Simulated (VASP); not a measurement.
# Ni (C2/c) in VASP: single point with r2SCAN

Aim: the single point of Ni with r2SCAN.

All numbers are computed with VASP 6.6.1; they aren't measurements. Logs are shortened: lines on timing, memory, paths and dates and some standing lists are left out, and cuts for length are marked.

## Step 1: The cell of the first run

The typed cell holds 2 atoms: a = 4.282 Å, b = 4.282 Å, c = 2.454 Å, α = 97.83°, β = 97.83°, γ = 147.51°.

## Step 2: Single point, r2SCAN (10.55 Å³/atom)

File POSCAR:

```
Ni
1.0
   -2.9065845060      2.9072470474      1.1977347967
    2.9072470474     -2.9065845060      1.1977347967
    1.5146380653      1.5146380653     -1.1965213509
Ni
2
Direct
    0.0000382578      0.9999617422      0.0000000000
    0.7499617422      0.2500382578      0.5000000000
```

File INCAR.step1:

```
SYSTEM = Ni
  PREC = Accurate
  ENCUT = 520
  ISMEAR = -1
  SIGMA = 0.1
  LREAL = .False.
  LASPH = .True.
  NELM = 80
  NBANDS = 17
  GGA = PE
  ALGO = Normal
  EDIFF = 1E-4
  LWAVE = .True.
  LCHARG = .False.
```

File INCAR.step2:

```
SYSTEM = Ni
  PREC = Accurate
  ENCUT = 520
  EDIFF = 1E-6
  ISMEAR = -1
  SIGMA = 0.1
  LREAL = .False.
  LASPH = .True.
  NELM = 80
  ALGO = Normal
  ISIF = 2
  LWAVE = .False.
  LCHARG = .False.
  METAGGA = R2SCAN
  LMIXTAU = .True.
  NBANDS = 17
  ISTART = 1
```

File KPOINTS:

```
regular mesh
0
Gamma
  17 17 16
  0 0 0
```

Potentials or basis: VASP PAW PBE potentials, release 64 (Ni).

Launch:

```
$ cat potpaw_PBE.64/Ni/POTCAR > POTCAR
$ cp INCAR.step1 INCAR
$ mpirun -np 1 vasp_std > vasp.out
$ cp INCAR.step2 INCAR
$ mpirun -np 1 vasp_std > vasp.out
```

OUTCAR:

```text
SYSTEM = Ni
   PREC = Accurate
   ENCUT = 520
   EDIFF = 1E-6
   ISMEAR = -1
   LREAL = .False.
   LASPH = .True.
   NELM = 80
   ISIF = 2
   METAGGA = R2SCAN
   ISTART = 1

 ion  position               nearest neighbor table
   1  0.000  1.000  0.000-   2 2.39   2 2.39   2 2.39   2 2.39   2 2.93   2 2.93   2 2.93   2 2.93

   2  0.750  0.250  0.500-   1 2.39   1 2.39   1 2.39   1 2.39   1 2.93   1 2.93   1 2.93   1 2.93

  LATTYP: Found a base centered monoclinic cell.
 ALAT       =     2.3954697766
 B/A-ratio  =     3.4323119049
 C/A-ratio  =     1.0242469379
 COS(beta)  =    -0.4873274073

  Lattice vectors:

 A1 = (  -2.9065845060,   2.9072470474,   1.1977347967)
 A2 = (   2.9072470474,  -2.9065845060,   1.1977347967)
 A3 = (   1.5146380653,   1.5146380653,  -1.1965213509)

Analysis of symmetry for initial positions (statically):
=====================================================================
 Subroutine PRICEL returns:
 Original cell was already a primitive cell.

 Routine SETGRP: Setting up the symmetry group for a
 base centered monoclinic supercell.

 Subroutine GETGRP returns: Found  4 space group operations
 (whereof  2 operations were pure point group operations)
 out of a pool of  4 trial point group operations.

The static configuration has the point symmetry C_2 .
 The point group associated with its full space group is C_2h.

Analysis of symmetry for dynamics (positions and initial velocities):
=====================================================================
 Subroutine PRICEL returns:
 Original cell was already a primitive cell.

 Routine SETGRP: Setting up the symmetry group for a
 base centered monoclinic supercell.

 Subroutine GETGRP returns: Found  4 space group operations
 (whereof  2 operations were pure point group operations)
 out of a pool of  4 trial point group operations.

The dynamic configuration has the point symmetry C_2 .
 The point group associated with its full space group is C_2h.

 Subroutine INISYM returns: Found  4 space group operations
 (whereof  2 operations are pure point group operations),
 and found     1 'primitive' translations

----------------------------------------------------------------------------------------

                                     Primitive cell
[... 85 lines left out ...]
   ISPIN  =      1    spin polarized calculation?
   LNONCOLLINEAR =      F non collinear calculations
   LSORBIT =      F    spin-orbit coupling
   LASPH  =      T    aspherical Exc in radial PAW
   ENCUT  =  520.0 eV  38.22 Ry    6.18 a.u.   7.96  7.96  4.56*2*pi/ulx,y,z
   NELM   =     80;   NELMIN=  2; NELMDL=  0     # of ELM steps
   EDIFF  = 0.1E-05   stopping-criterion for ELM
   LREAL  =      F    real-space projection
   EDIFFG = 0.1E-04   stopping-criterion for IOM
   NSW    =      0    number of steps for IOM
   IBRION =     -1    ionic relax: 0-MD 1-quasi-New 2-CG
   NFREE  =      0    steps in history (QN), initial steepest desc. (CG)
   ISIF   =      2    stress and relaxation
   ISYM   =      2    0-nonsym 1-usesym 2-fastsym
   POTIM  = 0.5000    time-step for ionic-motion
   TEBEG  =    0.0;   TEEND  =   0.0 temperature during run
   PSTRESS=    0.0 pullay stress
   NELECT =      20.0000    total number of electrons
   NUPDOWN=      -1.0000    fix difference up-down
   EMIN   =  10.00;   EMAX   =-10.00  energy-range for DOS
   EFERMI =   0.00;   METHOD = LEGACY
   ISMEAR =    -1;   SIGMA  =   0.10  broadening in eV -4-tet -1-fermi 0-gaus
   EFERMI_NEDOS =   21; number of points for ismear=-14 and -15
   IALGO  =     38    algorithm
   IMIX   =      4    mixing-type and parameters
     AMIX     =   0.40;   BMIX     =  1.00
     AMIX_MAG =   1.60;   BMIX_MAG =  1.00
  volume/ion in A,a.u.               =      10.55        71.19
  Fermi-wavevector in a.u.,A,eV,Ry     =   1.608172  3.039005 35.187629  2.586218
  Thomas-Fermi vector in A             =   2.704084
   LORBIT       =      0    0 simple, 1 ext, 2 COOP (PROOUT), +10 PAW based schemes
   METAGGA = R2SCAN    functional components
   LHFCALC =     F    Hartree Fock is set to
   AEXX    =    0.0000 exact exchange contribution
   IVDW    =     0    specifies the selected vdW correction
   LEPSILON=     F    determine dielectric tensor
   LRPA    =     F    only Hartree local field effects (RPA)
 non-spin polarized calculation
  energy-cutoff  :      520.00
  volume of cell :       21.10
 maximum number of plane-waves:       585
   NGX = 15   NGY = 15   NGZ =  9

 number of electron      20.0000016 magnetization

 Free energy of the ion-electron system (eV)
  ---------------------------------------------------
  ext. energy  EPLUGINS =         0.00000000
  ---------------------------------------------------
  free energy    TOTEN  =       -23.58557155 eV

  energy without entropy =      -23.42673232  energy(sigma->0) =      -23.50615193

 E-fermi :   9.4406     XC(G=0): -14.5526

 val. band max:        9.4406167486   @ k =  -0.4118   0.3529   0.5000
 cond. band min:       9.4408380032   @ k =  -0.1765  -0.2353   0.3750
 fundamental gap:      0.0002212546
 Fermi energy:         9.4406435185

 k-point     1 :       0.0000    0.0000    0.0000
  band No.  band energies     occupation
      1       0.0504      2.00000
      2       4.7123      2.00000
      3       7.0236      2.00000
      4       7.3222      2.00000
      5       7.7778      2.00000
      6       7.8001      2.00000
[... 457 lines left out ...]
      4       7.3537      2.00000
      5       7.7300      2.00000
      6       7.7924      2.00000
[... 9 lines left out ...]
     16      34.7354      0.00000
     17      36.0854      0.00000

 [... further k-points ...]

------------------------ aborting loop because EDIFF is reached ----------------------------------------

  FORCE on cell =-STRESS in cart. coord.  units (eV):
  Direction    XX          YY          ZZ          XY          YZ          ZX
  --------------------------------------------------------------------------------------
  -------------------------------------------------------------------------------------
  Total        0.0950741      0.0950741      0.1148599      0.0204527     -0.0057117     -0.0057117
  in kB        7.2196459      7.2196459      8.7221232      1.5531141     -0.4337326     -0.4337313
  external PRESSURE =       7.7204716 kB  Pullay stress =       0.0000000 kB

 VOLUME and BASIS-vectors are now :
 -----------------------------------------------------------------------------
  energy-cutoff  :      520.00
  volume of cell :       21.10
      direct lattice vectors                 reciprocal lattice vectors
    -2.906584506  2.907247047  1.197734797     0.078850890  0.250854497  0.417363493
     2.907247047 -2.906584506  1.197734797     0.250854497  0.078850890  0.417363493
     1.514638065  1.514638065 -1.196521351     0.330039757  0.330039757 -0.000182565

 POSITION                                       TOTAL-FORCE (eV/Angst)
 -----------------------------------------------------------------------------------
      2.90702     -2.90636      1.19773         0.002276     -0.002276      0.000000
     -0.69559      2.21089      0.59947        -0.002276      0.002276     -0.000000
 -----------------------------------------------------------------------------------
    total drift:                                0.000000      0.000000     -0.000000

  FREE ENERGIE OF THE ION-ELECTRON SYSTEM (eV)
  ---------------------------------------------------
  free  energy   TOTEN  =       -23.5855715513 eV

  energy  without entropy=      -23.4267323166  energy(sigma->0) =      -23.50615193
```

OUTCAR.step1:

```text
SYSTEM = Ni
   PREC = Accurate
   ENCUT = 520
   ISMEAR = -1
   LREAL = .False.
   LASPH = .True.
[... 706 lines left out ...]
      2.90702     -2.90636      1.19773         0.002670     -0.002670      0.000000
     -0.69559      2.21089      0.59947        -0.002670      0.002670     -0.000000
 -----------------------------------------------------------------------------------
    total drift:                                0.000000      0.000000     -0.000000

  FREE ENERGIE OF THE ION-ELECTRON SYSTEM (eV)
  ---------------------------------------------------
  free  energy   TOTEN  =       -10.7550572027 eV

  energy  without entropy=      -10.5897926975  energy(sigma->0) =      -10.67242495
```

OSZICAR.step1:

```text
N       E                     dE             d eps       ncg     rms          rms(c)
DAV:   1     0.879287237253E+02    0.87929E+02   -0.93194E+03 44674   0.168E+03
DAV:   2    -0.956451395803E+01   -0.97493E+02   -0.91614E+02 42077   0.255E+02
DAV:   3    -0.127341468863E+02   -0.31696E+01   -0.30967E+01 47239   0.607E+01
DAV:   4    -0.127743360621E+02   -0.40189E-01   -0.40170E-01 52093   0.576E+00
DAV:   5    -0.127752435555E+02   -0.90749E-03   -0.90746E-03 47744   0.788E-01    0.140E+01
DAV:   6    -0.113573957849E+02    0.14178E+01   -0.10063E+01 43885   0.683E+01    0.785E+00
DAV:   7    -0.107931383052E+02    0.56426E+00   -0.20243E+00 44199   0.279E+01    0.266E+00
DAV:   8    -0.107583247617E+02    0.34814E-01   -0.16281E-02 64312   0.223E+00    0.715E-01
DAV:   9    -0.107550425833E+02    0.32822E-02   -0.10279E-03 62432   0.391E-01    0.540E-02
DAV:  10    -0.107550572027E+02   -0.14619E-04   -0.54720E-05 27506   0.842E-02
   1 F= -.10755057E+02 E0= -.10672425E+02  d E =-.165265E+00
```

Wall time 19 min (1 thread of Intel Xeon Platinum 8375C at 2.90GHz (Ice Lake), shared host); peak memory 0.46 GiB.

What came out:

| Property | Result |
| --- | --- |
| Free energy | -23.5856 eV |
| Pressure | 0.8 GPa |
| Largest force | 0.003 eV/Å |
| Band gap on the k mesh | zero (bands 10 and 11 overlap by 0.88 eV) |

Forces in eV/Å, atoms in the order of the input:
```
Ni   0.002 -0.002  0.000
Ni  -0.002  0.002  0.000
```

Stress tensor (GPa, compression positive):
```
 0.72  0.16 -0.04
 0.16  0.72 -0.04
-0.04 -0.04  0.87
```

Caveat: the PAW data sets were made with another functional, which shifts forces and pressure a little; the run has no spin polarisation, though such a crystal can be magnetic.
